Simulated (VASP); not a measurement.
# SiC (P6_3mc) in VASP: settings compared, part 2 of 2

VASP 6.6.1. Earlier steps stand in the parts before.

## Step 5: Single point, SVWN5

This run uses another cell than the first one, of 10.14 Å³/atom.

INCAR

```
PREC = Accurate
ENCUT = 1300
EDIFF = 1E-6
ISMEAR = -1
SIGMA = 0.05
LREAL = False
LASPH = True
NELM = 120
ALGO = Normal
ISIF = 2
LWAVE = False
LCHARG = True
GGA = VW
LELF = True
LVHAR = True
NBANDS = 16
GGA_COMPAT = False
```

KPOINTS

```
regular mesh
0
Gamma
  10 10 5
```

POSCAR

```
SiC
1.0
    3.0556993646      0.0000000000      0.0000000000
   -1.5278496823      2.6463132761      0.0000000000
    0.0000000000      0.0000000000      5.0147077429
Si C
2 2
Direct
    0.6666666667      0.3333333333      0.5045934664
    0.3333333333      0.6666666667      0.0045934664
    0.6666666667      0.3333333333      0.8804065336
    0.3333333333      0.6666666667      0.3804065336
```

Potentials or basis: VASP PAW PBE potentials, release 64 (Si, C_h).

Started as:

```
> cat potpaw_PBE.64/Si/POTCAR potpaw_PBE.64/C_h/POTCAR > POTCAR
> mpirun -np 1 vasp_std > vasp.out
```

OUTCAR:

```text
PREC = Accurate
   ENCUT = 1300
   EDIFF = 1E-6
   ISMEAR = -1
   LREAL = False
   LASPH = True
   NELM = 120
   ISIF = 2
   GGA = VW

 ion  position               nearest neighbor table
   1  0.667  0.333  0.505-   4 1.87   4 1.87   4 1.87   3 1.88   2 3.07   2 3.07   2 3.07   2 3.07
                             2 3.07   2 3.07
   2  0.333  0.667  0.005-   3 1.87   3 1.87   3 1.87   4 1.88   1 3.07   1 3.07   1 3.07   1 3.07
                             1 3.07   1 3.07
   3  0.667  0.333  0.880-   2 1.87   2 1.87   2 1.87   1 1.88
   4  0.333  0.667  0.380-   1 1.87   1 1.87   1 1.87   2 1.88

  LATTYP: Found a hexagonal cell.
 ALAT       =     3.0556993646
 C/A-ratio  =     1.6410998415

  Lattice vectors:

 A1 = (   3.0556993646,   0.0000000000,   0.0000000000)
 A2 = (  -1.5278496823,   2.6463132761,   0.0000000000)
 A3 = (   0.0000000000,   0.0000000000,   5.0147077429)

Analysis of symmetry for initial positions (statically):
=====================================================================
 Subroutine PRICEL returns:
[... 179 lines left out ...]
 val. band max:        8.6213861294   @ k =   0.0000   0.0000   0.0000
 cond. band min:      10.9037158336   @ k =   0.3000   0.3000   0.0000
 fundamental gap:      2.2823297042
 Fermi energy:         9.6452848818

 k-point     1 :       0.0000    0.0000    0.0000
  band No.  band energies     occupation
      1      -7.0447      2.00000
      2      -3.3481      2.00000
      3      -0.2332      2.00000
      4       7.2861      2.00000
      5       7.2861      2.00000
      6       8.5063      2.00000
[... 433 lines left out ...]
      3       0.4090      2.00000
      4       1.9604      2.00000
      5       3.8561      2.00000
      6       4.7967      2.00000
[... 8 lines left out ...]
     15      20.1838      0.00000
     16      21.5915      0.00000

 [... further k-points ...]

------------------------ aborting loop because EDIFF is reached ----------------------------------------

  FORCE on cell =-STRESS in cart. coord.  units (eV):
  Direction    XX          YY          ZZ          XY          YZ          ZX
  --------------------------------------------------------------------------------------
  -------------------------------------------------------------------------------------
  Total        0.3089804      0.3089804      0.3144767      0.0000000      0.0000000      0.0000000
  in kB       12.2079874     12.2079874     12.4251488      0.0000000      0.0000000      0.0000000
  external PRESSURE =      12.2803745 kB  Pullay stress =       0.0000000 kB

 VOLUME and BASIS-vectors are now :
 -----------------------------------------------------------------------------
  energy-cutoff  :     1300.00
  volume of cell :       40.55
      direct lattice vectors                 reciprocal lattice vectors
     3.055699365  0.000000000  0.000000000     0.327257325  0.188942105  0.000000000
    -1.527849682  2.646313276  0.000000000     0.000000000  0.377884209  0.000000000
     0.000000000  0.000000000  5.014707743     0.000000000  0.000000000  0.199413416

 POSITION                                       TOTAL-FORCE (eV/Angst)
 -----------------------------------------------------------------------------------
      1.52785      0.88210      2.53039        -0.000000      0.000000      0.003485
     -0.00000      1.76421      0.02303         0.000000     -0.000000      0.003485
      1.52785      0.88210      4.41498        -0.000000      0.000000     -0.003485
     -0.00000      1.76421      1.90763         0.000000     -0.000000     -0.003485
 -----------------------------------------------------------------------------------
    total drift:                               -0.000000      0.000000      0.000048

  FREE ENERGIE OF THE ION-ELECTRON SYSTEM (eV)
  ---------------------------------------------------
  free  energy   TOTEN  =       -33.2028871470 eV

  energy  without entropy=      -33.2028871469  energy(sigma->0) =      -33.20288715
```

OSZICAR:

```text
N       E                     dE             d eps       ncg     rms          rms(c)
DAV:   1     0.598797837035E+02    0.59880E+02   -0.12402E+04  1344   0.185E+03
DAV:   2    -0.305278339011E+02   -0.90408E+02   -0.79876E+02  1832   0.226E+02
DAV:   3    -0.370528798785E+02   -0.65250E+01   -0.64617E+01  1936   0.560E+01
DAV:   4    -0.371367259477E+02   -0.83846E-01   -0.83830E-01  1456   0.692E+00
DAV:   5    -0.371376571421E+02   -0.93119E-03   -0.93115E-03  1864   0.730E-01    0.117E+01
DAV:   6    -0.333606107974E+02    0.37770E+01   -0.65068E+00  1728   0.161E+01    0.467E+00
DAV:   7    -0.332452510991E+02    0.11536E+00   -0.11829E+00  1944   0.666E+00    0.183E+00
DAV:   8    -0.332073195959E+02    0.37932E-01   -0.65947E-02  1568   0.171E+00    0.510E-01
DAV:   9    -0.332028205884E+02    0.44990E-02   -0.78393E-03  1840   0.619E-01    0.783E-02
DAV:  10    -0.332028902264E+02   -0.69638E-04   -0.93165E-04  1528   0.196E-01    0.504E-02
DAV:  11    -0.332028870609E+02    0.31655E-05   -0.26354E-05  1832   0.411E-02    0.200E-02
DAV:  12    -0.332028871470E+02   -0.86030E-07   -0.19662E-06  1560   0.969E-03
   1 F= -.33202887E+02 E0= -.33202887E+02  d E =-.190166E-10
```

stdout:

```text
POSCAR found type information on POSCAR SiC
 POSCAR found :  2 types and       4 ions
 scaLAPACK will be used
 -----------------------------------------------------------------------------
|                                                                             |
|                                                                             |
|     You enforced a specific xc type in the INCAR file but a different       |
|     I HOPE YOU KNOW WHAT YOU ARE DOING!                                     |
|                                                                             |
 -----------------------------------------------------------------------------

 LDA part: xc-table for (Slater(with rela. corr.)+VWN5), standard interpolation
 POSCAR, INCAR and KPOINTS ok, starting setup
 FFT: planning ... GRIDC
 FFT: planning ... GRID_SOFT
 FFT: planning ... GRID
 WAVECAR not read
 entering main loop
```

Wall time 41 s (1 thread of Intel Xeon Platinum 8488C (Sapphire Rapids), shared host); peak memory 0.26 GiB.

Results:

- Free energy: -33.2029 eV
- Pressure: 1.2 GPa
- Largest force: 0.003 eV/Å
- Band gap on the k mesh: 2.28 eV (least direct gap 3.93 eV)

Forces in eV/Å, atoms in the order of the input:
```
Si   0.000  0.000  0.003
Si   0.000  0.000  0.003
C    0.000  0.000 -0.003
C    0.000  0.000 -0.003
```

Levels at points of the mesh, in eV from the valence-band top:
| k point | band 4 | band 5 | band 6 | band 7 | band 8 | band 9 | band 10 | band 11 | band 12 | band 13 |
| --- | --- | --- | --- | --- | --- | --- | --- | --- | --- | --- |
| (0.00, 0.00, 0.00) | -1.34 | -1.34 | -0.12 | 0.00 | 0.00 | 4.93 | 6.42 | 6.67 | 6.67 | 7.82 |
| (0.50, 0.00, 0.00) | -6.34 | -5.53 | -3.39 | -3.38 | -1.21 | 2.72 | 4.18 | 6.96 | 7.13 | 10.13 |

Caveat: the PAW data sets were made with another functional, which shifts forces and pressure a little. A k mesh can miss the band edges.

## Step 6: The runs side by side

| level | potentials or basis | cell | k mesh | cutoff (eV) | grid for exact exchange (PRECFOCK) | share of exact exchange | screening parameter | gap on the mesh (eV) | pressure (GPa) | largest force (eV/Å) |
| --- | --- | --- | --- | --- | --- | --- | --- | --- | --- | --- |
| PBE-based screened hybrid with 10 % exact exchange | VASP PAW PBE potentials, release 64 (Si, C) | a = 3.076, b = 3.076, c = 5.048 Å, angles 90.0, 90.0, 120.0°, 4 atoms, atomic positions A | 5 × 5 × 3 | 520 | Normal | 0.1 | 0.2 1/Å | 3.19 | 1.6 | 0.75 |
| PBE-based screened hybrid with 15 % exact exchange | VASP PAW PBE potentials, release 64 (Si, C) | a = 3.076, b = 3.076, c = 5.048 Å, angles 90.0, 90.0, 120.0°, 4 atoms, atomic positions A | 5 × 5 × 3 | 520 | Normal | 0.15 | 0.2 1/Å | 3.38 | 0.6 | 0.75 |
| PBE-based screened hybrid with 20 % exact exchange | VASP PAW PBE potentials, release 64 (Si, C) | a = 3.076, b = 3.076, c = 5.048 Å, angles 90.0, 90.0, 120.0°, 4 atoms, atomic positions A | 5 × 5 × 3 | 520 | Normal | 0.2 | 0.2 1/Å | 3.58 | -0.4 | 0.76 |
| SVWN5 | VASP PAW PBE potentials, release 64 (Si, C_h) | a = 3.056, b = 3.056, c = 5.015 Å, angles 90.0, 90.0, 120.0°, 4 atoms, atomic positions B | 10 × 10 × 5 | 1300 | - | - | - | 2.28 | 1.2 | - |

Alike in all rows: task single point; no spin polarisation; smearing fermi-dirac 0.05 eV.

Caveats: some runs use coarse meshes; the PAW data sets were made with another functional, which shifts forces and pressure a little.

Absolute energies hang on the potentials; compare differences alone.
